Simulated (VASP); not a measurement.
# MoS2 (Cm) in VASP: single point with PBE+D3(BJ)

Aim: the single point of MoS2 with PBE+D3(BJ).

Everything below comes from runs of VASP 6.6.1. Logs are shortened: lines on timing, memory, paths and dates and some standing lists are left out, and cuts for length are marked.

### 1 The cell of the first run

Symmetry: Cm, No. 8, monoclinic system. The conventional cell has a = 5.461 Å, b = 3.153 Å, c = 18.196 Å, α = 90.00°, β = 98.63°, γ = 90.00°. Within 3.2 Å of Mo (site symmetry m) lie 6 S at 2.40 Å and 6 Mo at 3.15 Å. Mo (site symmetry m) has 4 S at 1.81 to 2.40 Å within 2.4 Å. Mo (site symmetry m) has 6 S at 2.40 Å and 6 Mo at 3.15 Å within 3.2 Å. Within 3.2 Å of S (site symmetry m) lie 3 Mo at 2.40 Å and 7 S at 3.13 to 3.15 Å. Within 3.2 Å of S (site symmetry m) lie 3 Mo at 2.40 Å and 7 S at 3.13 to 3.15 Å. Within 3.2 Å of S (site symmetry m) lie 3 Mo at 2.40 Å and 6 S at 3.15 Å. Within 3.2 Å of S (site symmetry m) lie 3 Mo at 2.40 Å and 7 S at 3.13 to 3.15 Å. S (site symmetry m) has 3 Mo at 2.40 Å and 7 S at 3.13 to 3.15 Å within 3.2 Å.

### 2 Single point, PBE+D3(BJ)

Input file INCAR:

```
ALGO = Normal
EDIFF = 1E-6
ENCUT = 520
GGA = PE
ISIF = 2
ISMEAR = 0
ISYM = 0
IVDW = 12
LASPH = True
LCHARG = True
LELF = True
LREAL = False
LVHAR = True
LWAVE = False
NBANDS = 49
NELM = 60
PREC = Accurate
SIGMA = 0.05
```

Input file KPOINTS:

```
Automatic mesh
0
Gamma
  10 10 2
  0.5 0.5 0.5
```

Input file POSCAR:

```
MoS2
1.0
   -1.5764743774     -2.7305337185      0.0000000000
    1.5764743774     -2.7305337185      0.0000000000
    0.7882371887     -1.3652668593     17.9896049492
Mo S
3 6
Direct
    1.0000000000      0.6449413642      0.7101172715
    0.3333333333      0.3116080309      0.0434506048
    0.6666666667      0.4782746976      0.3767839382
    1.0000000000      0.7681704368      0.4636591264
    0.3333333333     -0.0651628966      0.7969924598
    0.6666666667      0.6015037701      0.1303257931
    1.0000000000      0.8550881990      0.2898236021
    0.3333333333      0.0217548656      0.6231569354
    0.6666666667      0.1884215323      0.9564902687
```

Potentials or basis: VASP PAW PBE potentials, release 64 (Mo_sv, S).

The run is started by

```console
> cat potpaw_PBE.64/Mo_sv/POTCAR potpaw_PBE.64/S/POTCAR > POTCAR
> mpirun -np 1 vasp_std > vasp.out
```

OUTCAR:

```text
EDIFF = 1E-6
   ENCUT = 520
   GGA = PE
   ISIF = 2
   ISMEAR = 0
   ISYM = 0
   IVDW = 12
   LASPH = True
   LREAL = False
   NELM = 60
   PREC = Accurate
 IVDW          = 12

 ion  position               nearest neighbor table
   1  0.000  0.645  0.710-   5 2.40   5 2.40   5 2.40   8 2.40   8 2.40   8 2.40
   2  0.333  0.312  0.043-   9 1.81   6 2.40   6 2.40   6 2.40   9 2.87   9 2.87
   3  0.667  0.478  0.377-   4 2.40   4 2.40   4 2.40   7 2.40   7 2.40   7 2.40
   4  0.000  0.768  0.464-   3 2.40   3 2.40   3 2.40
   5  0.333  0.935  0.797-   1 2.40   1 2.40   1 2.40
   6  0.667  0.602  0.130-   2 2.40   2 2.40   2 2.40
   7  0.000  0.855  0.290-   3 2.40   3 2.40   3 2.40
   8  0.333  0.022  0.623-   1 2.40   1 2.40   1 2.40
   9  0.667  0.188  0.956-   2 1.81   2 2.87   2 2.87

IMPORTANT INFORMATION: All symmetrisations will be switched off!
NOSYMM: (Re-)initialisation of all symmetry stuff for point group C_1.

----------------------------------------------------------------------------------------

                                     Primitive cell

  volume of cell :     154.8767

  direct lattice vectors                    reciprocal lattice vectors
    -1.576474377 -2.730533718  0.000000000    -0.317163417 -0.183114384 -0.000000000
     1.576474377 -2.730533718  0.000000000     0.317163417 -0.183114384 -0.027793829
     0.788237189 -1.365266859 17.989604949     0.000000000  0.000000000  0.055587658

  length of vectors
     3.152948755  3.152948755 18.058548050     0.366228768  0.367281918  0.055587658

  position of ions in fractional coordinates (direct lattice)
     1.000000000  0.644941364  0.710117272
     0.333333333  0.311608031  0.043450605
     0.666666667  0.478274698  0.376783938
     1.000000000  0.768170437  0.463659126
     0.333333333  0.934837103  0.796992460
     0.666666667  0.601503770  0.130325793
     1.000000000  0.855088199  0.289823602
     0.333333333  0.021754866  0.623156935
     0.666666667  0.188421532  0.956490269

  ion indices of the primitive-cell ions
   primitive index   ion index
                 1           1
                 2           2
                 3           3
                 4           4
                 5           5
                 6           6
                 7           7
                 8           8
                 9           9

----------------------------------------------------------------------------------------

 KPOINTS: Automatic mesh

Automatic generation of k-mesh.
 Grid dimensions read from file:
 generate k-points for:   10   10    2

 Generating k-lattice:

  Cartesian coordinates                     Fractional coordinates (reciprocal lattice)
    -0.031716342 -0.018311438 -0.000000000     0.100000000  0.000000000  0.000000000
     0.031716342 -0.018311438 -0.002779383     0.000000000  0.100000000  0.000000000
     0.000000000  0.000000000  0.027793829     0.000000000  0.000000000  0.500000000

  Length of vectors
     0.036622877  0.036728192  0.027793829

  Shift w.r.t. Gamma in fractional coordinates (k-lattice)
     0.500000000  0.500000000  0.500000000

 -----------------------------------------------------------------------------
|                                                                             |
|           W    W    AA    RRRRR   N    N  II  N    N   GGGG   !!!           |
|           W    W   A  A   R    R  NN   N  II  NN   N  G    G  !!!           |
|           W    W  A    A  R    R  N N  N  II  N N  N  G       !!!           |
|           W WW W  AAAAAA  RRRRR   N  N N  II  N  N N  G  GGG   !            |
|           WW  WW  A    A  R   R   N   NN  II  N   NN  G    G                |
|           W    W  A    A  R    R  N    N  II  N    N   GGGG   !!!           |
|                                                                             |
|     Your reciprocal lattice and k-lattice belong to different lattice       |
|     classes:                                                                |
|                                                                             |
|        The reciprocal lattice is body-centered orthorhombic,                |
|        whereas your k-lattice is base-centered monoclinic.                  |
|                                                                             |
|     Results are often still useful ...                                      |
|                                                                             |
 -----------------------------------------------------------------------------

 WARNING: IBZKPT: internal override: KBLOWUP is changed to .FALSE.
      ... skipping the blow-up phase ...

 Subroutine IBZKPT returns following result:
 ===========================================

 Found    100 irreducible k-points:

 Following reciprocal coordinates:
            Coordinates               Weight
  0.050000  0.050000  0.250000      2.000000
  0.150000  0.050000  0.250000      2.000000
  0.250000  0.050000  0.250000      2.000000
  0.350000  0.050000  0.250000      2.000000
  0.450000  0.050000  0.250000      2.000000
 -0.450000  0.050000  0.250000      2.000000
[... 16 lines left out ...]
  0.250000  0.250000  0.250000      2.000000
  0.350000  0.250000  0.250000      2.000000
 [... further k-points ...]
   k-points           NKPTS =    100   k-points in BZ     NKDIM =    100   number of bands    NBANDS=     49
   number of dos      NEDOS =    301   number of ions     NIONS =      9
   total plane-waves  NPLWV =  80640
   dimension x,y,z NGX =    24 NGY =   24 NGZ =  140
   dimension x,y,z NGXF=    48 NGYF=   48 NGZF=  280
   ions per type =               3   6
   NGX,Y,Z   is equivalent  to a cutoff of  12.65, 12.65, 12.89 a.u.
   NGXF,Y,Z  is equivalent  to a cutoff of  25.31, 25.31, 25.78 a.u.
 SYSTEM =  unknown system
   PREC   = accura    normal or accurate (medium, high low for compatibility)
   ISTART =      0    job   : 0-new  1-cont  2-samecut
   ICHARG =      2    charge: 1-file 2-atom 10-const
   ISPIN  =      1    spin polarized calculation?
   LNONCOLLINEAR =      F non collinear calculations
   LSORBIT =      F    spin-orbit coupling
   LASPH  =      T    aspherical Exc in radial PAW
   ENCUT  =  520.0 eV  38.22 Ry    6.18 a.u.   5.86  5.86 33.58*2*pi/ulx,y,z
   NELM   =     60;   NELMIN=  2; NELMDL= -5     # of ELM steps
   EDIFF  = 0.1E-05   stopping-criterion for ELM
   LREAL  =      F    real-space projection
   EDIFFG = 0.1E-04   stopping-criterion for IOM
   NSW    =      0    number of steps for IOM
   IBRION =     -1    ionic relax: 0-MD 1-quasi-New 2-CG
   NFREE  =      0    steps in history (QN), initial steepest desc. (CG)
   ISIF   =      2    stress and relaxation
   ISYM   =      0    0-nonsym 1-usesym 2-fastsym
   POTIM  = 0.5000    time-step for ionic-motion
   TEBEG  =    0.0;   TEEND  =   0.0 temperature during run
   PSTRESS=    0.0 pullay stress
   NELECT =      78.0000    total number of electrons
   NUPDOWN=      -1.0000    fix difference up-down
   EMIN   =  10.00;   EMAX   =-10.00  energy-range for DOS
   EFERMI =   0.00;   METHOD = LEGACY
   ISMEAR =     0;   SIGMA  =   0.05  broadening in eV -4-tet -1-fermi 0-gaus
   EFERMI_NEDOS =   21; number of points for ismear=-14 and -15
   IALGO  =     38    algorithm
   IMIX   =      4    mixing-type and parameters
     AMIX     =   0.40;   BMIX     =  1.00
     AMIX_MAG =   1.60;   BMIX_MAG =  1.00
  volume/ion in A,a.u.               =      17.21       116.13
  Fermi-wavevector in a.u.,A,eV,Ry     =   1.302500  2.461368 23.082362  1.696506
  Thomas-Fermi vector in A             =   2.433564
   LORBIT       =      0    0 simple, 1 ext, 2 COOP (PROOUT), +10 PAW based schemes
   GGA     = PE    functional components
   LHFCALC =     F    Hartree Fock is set to
   AEXX    =    0.0000 exact exchange contribution
   IVDW    =    12    specifies the selected vdW correction
   LEPSILON=     F    determine dielectric tensor
   LRPA    =     F    only Hartree local field effects (RPA)
 non-spin polarized calculation
 Gauss-broadening in eV      SIGMA  =   0.05
  energy-cutoff  :      520.00
  volume of cell :      154.88
 maximum number of plane-waves:      4194
   NGX = 11   NGY = 11   NGZ = 67

 number of electron      78.0000000 magnetization

 Free energy of the ion-electron system (eV)
  ---------------------------------------------------
  ext. energy  EPLUGINS =         0.00000000
  ---------------------------------------------------
  free energy    TOTEN  =       -60.55973358 eV

  energy without entropy =      -60.55858247  energy(sigma->0) =      -60.55915802

 E-fermi :   8.7099     XC(G=0): -11.0335

 val. band max:        8.6894975001   @ k =  -0.4500  -0.4500   0.2500
 cond. band min:       8.7360257902   @ k =  -0.2500  -0.3500   0.2500
 fundamental gap:      0.0465282901
 Fermi energy:         8.7098614848

 k-point     1 :       0.0500    0.0500    0.2500
  band No.  band energies     occupation
      1     -53.6109      2.00000
      2     -53.4627      2.00000
      3     -53.0523      2.00000
      4     -28.1390      2.00000
      5     -27.7756      2.00000
      6     -27.6273      2.00000
[... 41 lines left out ...]
     48      10.3252      0.00000
     49      10.3924      0.00000

 k-point     2 :       0.1500    0.0500    0.2500
  band No.  band energies     occupation
      1     -53.6051      2.00000
      2     -53.4568      2.00000
      3     -53.0463      2.00000
      4     -28.1428      2.00000
      5     -27.7641      2.00000
      6     -27.6159      2.00000
[... 41 lines left out ...]
     48      10.3712      0.00000
     49      10.5081      0.00000

 k-point     3 :       0.2500    0.0500    0.2500
  band No.  band energies     occupation
      1     -53.5935      2.00000
      2     -53.4453      2.00000
      3     -53.0344      2.00000
      4     -28.1542      2.00000
      5     -27.7415      2.00000
      6     -27.7155      2.00000
[... 1081 lines left out ...]
     48      10.7207      0.00000
     49      11.0493      0.00000

 k-point    24 :       0.3500    0.2500    0.2500
  band No.  band energies     occupation
      1     -53.5825      2.00000
      2     -53.4342      2.00000
      3     -53.0238      2.00000
      4     -28.1434      2.00000
      5     -27.8097      2.00000
      6     -27.7199      2.00000
[... 41 lines left out ...]
     48      10.6266      0.00000
     49      11.5395      0.00000

 [... further k-points ...]

------------------------ aborting loop because EDIFF is reached ----------------------------------------

 Edisp (eV)   -3.96868

 E8    (eV) :    -1.6021

  FORCE on cell =-STRESS in cart. coord.  units (eV):
  Direction    XX          YY          ZZ          XY          YZ          ZX
  --------------------------------------------------------------------------------------
  -------------------------------------------------------------------------------------
  Total       8.22886     2.56604    23.50345     4.94388     7.81789    13.56056
  in kB      85.12640    26.54529   243.13982    51.14378    80.87495   140.28205
  external pressure =      118.27 kB  Pullay stress =        0.00 kB

 VOLUME and BASIS-vectors are now :
 -----------------------------------------------------------------------------
  energy-cutoff  :      520.00
  volume of cell :      154.88
      direct lattice vectors                 reciprocal lattice vectors
    -1.576474377 -2.730533718  0.000000000    -0.317163417 -0.183114384 -0.000000000
     1.576474377 -2.730533718  0.000000000     0.317163417 -0.183114384 -0.027793829
     0.788237189 -1.365266859 17.989604949     0.000000000  0.000000000  0.055587658

 POSITION                                       TOTAL-FORCE (eV/Angst)
 -----------------------------------------------------------------------------------
      1.57647     -2.73053     12.77473         0.003948      0.002338      0.013676
     -0.00000     -1.82036      0.78166         6.469586      3.749245     15.299774
     -0.00000     -3.64071      6.77819        -0.000994     -0.000572      0.014459
      1.57647     -2.73053      8.34104        -0.000696     -0.000289     -0.020171
      1.57647     -4.55089     14.33758        -0.017711     -0.010241      0.003370
     -0.00000     -3.64071      2.34451         1.089437      0.619338     -0.049797
      1.57647     -2.73053      5.21381         0.001266      0.000164     -0.014524
      0.00000     -1.82036     11.21035        -0.000989     -0.000673     -0.002185
     -0.00000     -3.64071     17.20688        -7.543847     -4.359309    -15.244603
 -----------------------------------------------------------------------------------
    total drift:                               -0.000248     -0.000177     -0.000159

  FREE ENERGIE OF THE ION-ELECTRON SYSTEM (eV)
  ---------------------------------------------------
  free  energy   TOTEN  =       -64.5284126439 eV

  energy  without entropy=      -64.5272615383  energy(sigma->0) =      -64.52783709
```

Wall time 25 min (1 thread of Oxide Virtual Turin-like, shared host); peak memory 0.62 GiB.

What came out:

* Free energy: -64.5284 eV
* Pressure: 11.8 GPa
* Largest force: 17.559 eV/Å
* Band gap on the k mesh: 0.05 eV (least direct gap 0.27 eV)
* Dispersion energy per atom: -0.441 eV

Forces on the atoms (eV/Å):
```
Mo    0.004   0.002   0.014
Mo    6.470   3.749  15.300
Mo   -0.001  -0.001   0.014
S    -0.001   0.000  -0.020
S    -0.018  -0.010   0.003
S     1.089   0.619  -0.050
S     0.001   0.000  -0.015
S    -0.001  -0.001  -0.002
S    -7.544  -4.359 -15.245
```

Stress tensor (GPa, compression positive):
```
 8.51  5.11 14.03
 5.11  2.65  8.09
14.03  8.09 24.31
```

Caveat: the cell stands under pressure; a shifted mesh leaves out Γ, where band edges can lie; forces of over 1 eV/Å act on the atoms, so gaps and moduli don't describe the material at rest.
